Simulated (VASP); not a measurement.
Runs of VASP 6.6.1 on SnO2. The structure is that of space group I4_1/amd (No. 141), or close to it. The cells are those of the table. 

```tsv
cell	gap on the mesh (eV)	pressure (GPa)	largest force (eV/Å)
a = 6.225 Å, angles 141.2, 141.2, 56.0°, 6 atoms	0.07	-19.7	0.87
a = 5.349 Å, angles 140.0, 140.0, 57.8°, 6 atoms	4.36	86.0	2.41
a = 6.279 Å, angles 140.0, 140.0, 57.8°, 6 atoms	(c)	-24.1	0.98
a = 5.528 Å, angles 141.4, 141.4, 55.7°, 6 atoms	(b)	(a)	0.69
```

Alike in all rows: task single point; level LDA; potentials or basis VASP PAW LDA potentials, release 64 (Sn_d, O); no spin polarisation; k mesh 10 × 10 × 10; cutoff (eV) 520; smearing gaussian 0.05 eV.

Fill in the values left out.

(a) 64.2; (b) 3.80; (c) none.

Caveats: spin-orbit coupling is left out, which moves the levels of the heavy elements; semilocal functionals underestimate gaps, and a narrow one can read as zero (at least some runs); the stress differs along the axes, from -24 to -17 GPa (at least some runs); the stress differs along the axes, from 81 to 96 GPa (at least some runs); forces of over 1 eV/Å act on the atoms, so gaps and moduli don't describe the material at rest (at least some runs); the stress differs along the axes, from -28 to -22 GPa (at least some runs); the stress differs along the axes, from 57 to 68 GPa (at least some runs).

A k mesh can miss the band edges, and the runs leave out spin-orbit coupling on Sn.
